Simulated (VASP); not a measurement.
# KPd2Se2I (Cmmm) in VASP: notebook

The runs below take KPd2Se2I through single point, relaxation of cell and atoms, with PBE.

Everything below comes from runs of VASP 6.6.1. Logs are shortened: lines on timing, memory, paths and dates and some standing lists are left out, and cuts for length are marked.

### Step 1. The cell of the first run

The structure is orthorhombic, space group Cmmm (No. 65). The conventional cell has a = 5.515 Å, b = 17.571 Å, c = 3.748 Å, α = 90.00°, β = 90.00°, γ = 90.00°. Within 4.4 Å of K (site symmetry mmm) lie 4 I at 3.33 Å and 2 K at 3.75 Å and 4 Se at 4.33 Å. Pd (site symmetry 2/m) has 4 Se at 2.56 Å and 2 Pd at 2.76 Å within 3.4 Å. Se (site symmetry m2m) has 4 Pd at 2.56 Å and 2 Se at 3.48 Å within 3.5 Å. Within 4.4 Å of I (site symmetry mmm) lie 4 K at 3.33 Å and 2 I at 3.75 Å and 4 Se at 3.82 Å.

The cell was built from a structure type or drawn by symmetry, and may not be a known phase.

### Step 2. Single point, PBE

INCAR

```
ALGO = Normal ; EDIFF = 1E-6
ENCUT = 520 ; GGA = PE
ISIF = 2 ; ISMEAR = 0
LASPH = True ; LCHARG = False
LREAL = False ; LWAVE = False
NBANDS = 33 ; NELM = 60
PREC = Accurate ; SIGMA = 0.15
```

KPOINTS

```
k-points
0
Gamma
  2 2 3
```

POSCAR

```
KPd2Se2I
1.0
    2.7575646555     -8.7855255514      0.0000000000
    2.7575646555      8.7855255514      0.0000000000
    0.0000000000      0.0000000000      3.7475667701
K Pd Se I
1 2 2 1
Direct
    0.5000000000      0.5000000000      0.0000000000
    0.0000000000      0.5000000000      0.5000000000
    0.5000000000      0.0000000000      0.5000000000
    0.1897478673      0.8102521327      0.0000000000
    0.8102521327      0.1897478673      0.0000000000
    0.0000000000      0.0000000000      0.5000000000
```

Potentials or basis: VASP PAW PBE potentials, release 64 (K_sv, Pd, Se, I).

Started as:

```sh
cat potpaw_PBE.64/K_sv/POTCAR potpaw_PBE.64/Pd/POTCAR potpaw_PBE.64/Se/POTCAR potpaw_PBE.64/I/POTCAR > POTCAR
mpirun -np 1 vasp_std > vasp.out
```

OUTCAR:

```text
EDIFF = 1E-6
   ENCUT = 520
   GGA = PE
   ISIF = 2
   ISMEAR = 0
   LASPH = True
   LREAL = False
   NELM = 60
   PREC = Accurate

 ion  position               nearest neighbor table
   1  0.500  0.500  0.000-   6 3.33   6 3.33   6 3.33   6 3.33
   2  0.000  0.500  0.500-   4 2.56   5 2.56   4 2.56   5 2.56   3 2.76   3 2.76
   3  0.500  0.000  0.500-   4 2.56   5 2.56   4 2.56   5 2.56   2 2.76   2 2.76
   4  0.190  0.810  0.000-   2 2.56   3 2.56   2 2.56   3 2.56
   5  0.810  0.190  0.000-   2 2.56   3 2.56   2 2.56   3 2.56
   6  0.000  0.000  0.500-   1 3.33   1 3.33   1 3.33   1 3.33

  LATTYP: Found a base centered orthorhombic cell.
 ALAT       =     5.5151293110
 B/A-ratio  =     3.1859726422
 C/A-ratio  =     0.6795066006

  Lattice vectors:

 A1 = (   2.7575646555,  -8.7855255514,   0.0000000000)
 A2 = (   2.7575646555,   8.7855255514,   0.0000000000)
 A3 = (   0.0000000000,   0.0000000000,   3.7475667701)

Analysis of symmetry for initial positions (statically):
=====================================================================
 Subroutine PRICEL returns:
 Original cell was already a primitive cell.

 Routine SETGRP: Setting up the symmetry group for a
 base centered orthorhombic supercell.

 Subroutine GETGRP returns: Found  8 space group operations
 (whereof  8 operations were pure point group operations)
 out of a pool of  8 trial point group operations.

The static configuration has the point symmetry D_2h.

Analysis of symmetry for dynamics (positions and initial velocities):
=====================================================================
 Subroutine PRICEL returns:
 Original cell was already a primitive cell.

 Routine SETGRP: Setting up the symmetry group for a
 base centered orthorhombic supercell.

 Subroutine GETGRP returns: Found  8 space group operations
 (whereof  8 operations were pure point group operations)
 out of a pool of  8 trial point group operations.

The dynamic configuration has the point symmetry D_2h.

 Subroutine INISYM returns: Found  8 space group operations
 (whereof  8 operations are pure point group operations),
 and found     1 'primitive' translations

----------------------------------------------------------------------------------------

                                     Primitive cell

  volume of cell :     181.5820
[... 78 lines left out ...]
   EDIFF  = 0.1E-05   stopping-criterion for ELM
   LREAL  =      F    real-space projection
   EDIFFG = 0.1E-04   stopping-criterion for IOM
   NSW    =      0    number of steps for IOM
   IBRION =     -1    ionic relax: 0-MD 1-quasi-New 2-CG
   NFREE  =      0    steps in history (QN), initial steepest desc. (CG)
   ISIF   =      2    stress and relaxation
   ISYM   =      2    0-nonsym 1-usesym 2-fastsym
   POTIM  = 0.5000    time-step for ionic-motion
   TEBEG  =    0.0;   TEEND  =   0.0 temperature during run
   PSTRESS=    0.0 pullay stress
   NELECT =      48.0000    total number of electrons
   NUPDOWN=      -1.0000    fix difference up-down
   EMIN   =  10.00;   EMAX   =-10.00  energy-range for DOS
   EFERMI =   0.00;   METHOD = LEGACY
   ISMEAR =     0;   SIGMA  =   0.15  broadening in eV -4-tet -1-fermi 0-gaus
   EFERMI_NEDOS =   21; number of points for ismear=-14 and -15
   IALGO  =     38    algorithm
   IMIX   =      4    mixing-type and parameters
     AMIX     =   0.40;   BMIX     =  1.00
     AMIX_MAG =   1.60;   BMIX_MAG =  1.00
  volume/ion in A,a.u.               =      30.26       204.23
  Fermi-wavevector in a.u.,A,eV,Ry     =   1.050665  1.985469 15.019432  1.103897
  Thomas-Fermi vector in A             =   2.185677
   LORBIT       =      0    0 simple, 1 ext, 2 COOP (PROOUT), +10 PAW based schemes
   GGA     = PE    functional components
   LHFCALC =     F    Hartree Fock is set to
   AEXX    =    0.0000 exact exchange contribution
   IVDW    =     0    specifies the selected vdW correction
   LEPSILON=     F    determine dielectric tensor
   LRPA    =     F    only Hartree local field effects (RPA)
 non-spin polarized calculation
 Gauss-broadening in eV      SIGMA  =   0.15
  energy-cutoff  :      520.00
  volume of cell :      181.58
 maximum number of plane-waves:      4908
 NGX is ok and might be reduce to    70
   NGX = 35   NGY = 35   NGZ = 13

 number of electron      47.9999990 magnetization

 Free energy of the ion-electron system (eV)
  ---------------------------------------------------
  ext. energy  EPLUGINS =         0.00000000
  ---------------------------------------------------
  free energy    TOTEN  =       -23.05168237 eV

  energy without entropy =      -23.03383035  energy(sigma->0) =      -23.04275636

 E-fermi :   3.0128     XC(G=0):  -8.4606

 val. band max:        2.8788298303   @ k =   0.0000   0.0000   0.0000
 cond. band min:       3.1368335990   @ k =   0.5000   0.5000   0.3333
 fundamental gap:      0.2580037687
 Fermi energy:         3.0127738997

 k-point     1 :       0.0000    0.0000    0.0000
  band No.  band energies     occupation
      1     -27.5598      2.00000
      2     -11.0914      2.00000
      3     -11.0910      2.00000
      4     -11.0294      2.00000
      5     -10.9785      2.00000
      6     -10.0194      2.00000
[... 205 lines left out ...]
     32       8.7773      0.00000
     33       9.0177      0.00000

------------------------ aborting loop because EDIFF is reached ----------------------------------------

  FORCE on cell =-STRESS in cart. coord.  units (eV):
  Direction    XX          YY          ZZ          XY          YZ          ZX
  --------------------------------------------------------------------------------------
  -------------------------------------------------------------------------------------
  Total       -0.0150460      0.7472071     -0.1287881      0.0000000      0.0000000      0.0000000
  in kB       -0.1327575      6.5929342     -1.1363540      0.0000000      0.0000000      0.0000000
  external PRESSURE =       1.7746076 kB  Pullay stress =       0.0000000 kB

 VOLUME and BASIS-vectors are now :
 -----------------------------------------------------------------------------
  energy-cutoff  :      520.00
  volume of cell :      181.58
      direct lattice vectors                 reciprocal lattice vectors
     2.757564655 -8.785525551  0.000000000     0.181319411 -0.056911792  0.000000000
     2.757564655  8.785525551  0.000000000     0.181319411  0.056911792  0.000000000
     0.000000000  0.000000000  3.747566770     0.000000000  0.000000000  0.266839809

 POSITION                                       TOTAL-FORCE (eV/Angst)
 -----------------------------------------------------------------------------------
      2.75756      0.00000      0.00000        -0.000000     -0.000000     -0.000000
      1.37878      4.39276      1.87378         0.000000      0.000000     -0.000000
      1.37878     -4.39276      1.87378         0.000000     -0.000000     -0.000000
      2.75756      5.45146      0.00000         0.000000     -0.057495      0.000000
      2.75756     -5.45146      0.00000         0.000000      0.057495     -0.000000
      0.00000      0.00000      1.87378         0.000000      0.000000     -0.000000
 -----------------------------------------------------------------------------------
    total drift:                               -0.000000     -0.000000      0.000000

  FREE ENERGIE OF THE ION-ELECTRON SYSTEM (eV)
  ---------------------------------------------------
  free  energy   TOTEN  =       -23.0516823712 eV

  energy  without entropy=      -23.0338303486  energy(sigma->0) =      -23.04275636
```

OSZICAR:

```text
N       E                     dE             d eps       ncg     rms          rms(c)
DAV:   1     0.296955937606E+03    0.29696E+03   -0.20913E+04   396   0.127E+03
DAV:   2    -0.295729383555E+01   -0.29991E+03   -0.28415E+03   459   0.282E+02
DAV:   3    -0.232399932783E+02   -0.20283E+02   -0.19943E+02   592   0.683E+01
DAV:   4    -0.237100770912E+02   -0.47008E+00   -0.46903E+00   488   0.101E+01
DAV:   5    -0.237343743061E+02   -0.24297E-01   -0.24293E-01   592   0.141E+00    0.108E+01
DAV:   6    -0.232099839016E+02    0.52439E+00   -0.18978E+00   447   0.115E+01    0.685E+00
DAV:   7    -0.230874203284E+02    0.12256E+00   -0.87192E-01   439   0.713E+00    0.395E+00
DAV:   8    -0.230645777373E+02    0.22843E-01   -0.16621E-01   509   0.297E+00    0.995E-01
DAV:   9    -0.230482198543E+02    0.16358E-01   -0.23777E-02   454   0.918E-01    0.574E-01
DAV:  10    -0.230515982304E+02   -0.33784E-02   -0.15541E-02   455   0.644E-01    0.214E-01
DAV:  11    -0.230509315749E+02    0.66666E-03   -0.28007E-03   464   0.321E-01    0.122E-01
DAV:  12    -0.230515814844E+02   -0.64991E-03   -0.19143E-03   459   0.245E-01    0.641E-02
DAV:  13    -0.230516424144E+02   -0.60930E-04   -0.30179E-04   432   0.109E-01    0.368E-02
DAV:  14    -0.230516654105E+02   -0.22996E-04   -0.44074E-05   472   0.263E-02    0.124E-02
DAV:  15    -0.230516820139E+02   -0.16603E-04   -0.22742E-05   406   0.219E-02    0.105E-02
DAV:  16    -0.230516823712E+02   -0.35728E-06   -0.52458E-07   352   0.495E-03
   1 F= -.23051682E+02 E0= -.23042756E+02  d E =-.178520E-01
```

stdout:

```text
POSCAR found type information on POSCAR K PdSeI
 POSCAR found :  4 types and       6 ions
 scaLAPACK will be used
 LDA part: xc-table for (Slater+PW92), standard interpolation
 POSCAR, INCAR and KPOINTS ok, starting setup
 FFT: planning ... GRIDC
 FFT: planning ... GRID_SOFT
 FFT: planning ... GRID
 WAVECAR not read
 entering main loop
```

It took 2.2 min on 1 thread of AMD EPYC 7R13, shared host; peak memory 0.34 GiB.

Results:

```
Free energy            : -23.0517 eV
Pressure               : 0.2 GPa
Largest force          : 0.057 eV/Å
Band gap on the k mesh : 0.26 eV (least direct gap 0.35 eV)
```

Forces on the atoms (eV/Å):
```
K    0.000  0.000  0.000
Pd   0.000  0.000  0.000
Pd   0.000  0.000  0.000
Se   0.000 -0.057  0.000
Se   0.000  0.057  0.000
I    0.000  0.000  0.000
```

Caveat: the k points lie up to 0.60 Å⁻¹ apart; spin-orbit coupling is left out, which moves the levels of the heavy elements; an odd mesh through Γ misses points on the zone boundary, where band edges can lie.

### Step 3. Relaxation of cell and atoms, PBE

This run uses another cell than the first one, of 26.31 Å³/atom.

INCAR

```
SYSTEM = KPd2Se2I
PREC = Accurate ; ENCUT = 600
EDIFF = 1E-7 ; ISMEAR = 0
SIGMA = 0.15 ; LREAL = .FALSE.
LASPH = .TRUE. ; NELM = 80
ALGO = Normal ; ISIF = 3
LWAVE = .FALSE. ; LCHARG = .FALSE.
GGA = PE ; IBRION = 2
NSW = 36 ; EDIFFG = -0.08
```

KPOINTS

```
Automatic mesh
0
G
  2 2 3
  0 0 0
```

POSCAR

```
KPd2Se2I
1.0
    3.4249315400     -5.9299119000      0.0000000000
    3.4249315400      5.9299119000      0.0000000000
    0.0000000000      0.0000000000      3.8857390900
K Pd Se I
1 2 2 1
Direct
    0.5000000000      0.5000000000      0.0000000000
    0.0000000000      0.5000000000      0.5000000000
    0.5000000000      0.0000000000      0.5000000000
    0.1669560000      0.8330440000      0.0000000000
    0.8330440000      0.1669560000      0.0000000000
    0.0000000000      0.0000000000      0.5000000000
```

Potentials or basis: VASP PAW PBE potentials, release 64 (K_sv, Pd, Se, I).

Started as:

```sh
cat potpaw_PBE.64/K_sv/POTCAR potpaw_PBE.64/Pd/POTCAR potpaw_PBE.64/Se/POTCAR potpaw_PBE.64/I/POTCAR > POTCAR
mpirun -np 1 vasp_std > vasp.out
```

Wall time 21 min (1 thread of AMD EPYC 7R13, shared host); peak memory 0.32 GiB.

Results (log left out):

```yaml
Free_energy: -23.0474 eV
Relaxed_volume: 31.04 Å³/atom
Relaxed_cell: a = 9.491 Å, b = 9.491 Å, c = 3.702 Å, α = 90.00°, β = 90.00°, γ = 146.04°
Space_group_after_relaxing_to_0.1_Å: Cmmm (No. 65)
Energy_gained_by_relaxing: 493.7 meV/atom
Ionic_steps: 16
Pressure_after_relaxing: 0.2 GPa
Largest_force_after_relaxing: 0.004 eV/Å
Band_gap_on_the_k_mesh: 0.22 eV (least direct gap 0.25 eV)
```

Forces in eV/Å, atoms in the order of the input:
```
K    0.000  0.000  0.000
Pd   0.000  0.000  0.000
Pd   0.000  0.000  0.000
Se   0.000 -0.004  0.000
Se   0.000  0.004  0.000
I    0.000  0.000  0.000
```

Stress tensor (GPa, compression positive):
```
-0.06  0.00  0.00
 0.00  0.41  0.00
 0.00  0.00  0.31
```

The path:
| step | energy change (eV) | largest force (eV/Å) | pressure (GPa) | volume (Å³) |
| --- | --- | --- | --- | --- |
| 1 | 0.0000 | 2.4585 | 0.99 | 157.84 |
| 2 | -0.9984 | 1.7086 | -1.61 | 161.19 |
| 3 | -1.9726 | 0.5678 | -3.11 | 165.24 |
| 4 | -2.0979 | 0.0931 | -2.79 | 166.18 |
| 5 | -2.0640 | 1.5448 | 6.78 | 151.09 |
| 6 | -2.3124 | 0.6114 | 1.05 | 158.49 |
| 7 | -2.5168 | 0.6227 | 1.26 | 161.62 |
| 8 | -2.6608 | 0.7028 | 2.26 | 165.97 |
| 9 | -2.7666 | 0.1318 | -0.92 | 177.38 |
| 10 | -2.7667 | 0.1464 | -0.85 | 177.06 |
| 11 | -2.8292 | 0.0571 | -0.82 | 178.87 |
| 12 | -2.9260 | 0.3297 | -0.79 | 183.46 |
| 13 | -2.9204 | 0.1233 | 1.71 | 177.57 |
| 14 | -2.9417 | 0.1298 | 0.31 | 180.69 |
| 15 | -2.9488 | 0.0983 | 0.27 | 182.08 |
| 16 | -2.9622 | 0.0040 | 0.22 | 186.24 |

Final structure:
```xyz
6
Lattice="2.7716 -9.0769 0.0000 2.7716 9.0769 0.0000 0.0000 0.0000 3.7016" Properties=species:S:1:pos:R:3 pbc="T T T"
K     2.7716    0.0000    0.0000
Pd    1.3858    4.5384    1.8508
Pd    1.3858   -4.5384    1.8508
Se    2.7716    5.6092    0.0000
Se    2.7716   -5.6092    0.0000
I     0.0000    0.0000    1.8508
```

Levels at points of the mesh, in eV from the valence-band top:
```
           k point  band 21  band 22  band 23  band 24  band 25  band 26  band 27  band 28
(0.00, 0.00, 0.00)    -1.58    -1.27    -1.17     0.00     0.25     2.01     2.50     3.39
(0.50, 0.00, 0.00)    -2.04    -0.63    -0.21    -0.19     0.69     0.73     3.81     3.83
(0.50, 0.50, 0.00)    -1.81    -1.57    -0.96    -0.03     0.27     2.25     2.54     3.14
```

Caveat: the k points lie up to 0.59 Å⁻¹ apart in the final cell; the volume moved by over 15 % at a fixed basis, so the end points are rough; spin-orbit coupling is left out, which moves the levels of the heavy elements; an odd mesh through Γ misses points on the zone boundary, where band edges can lie.
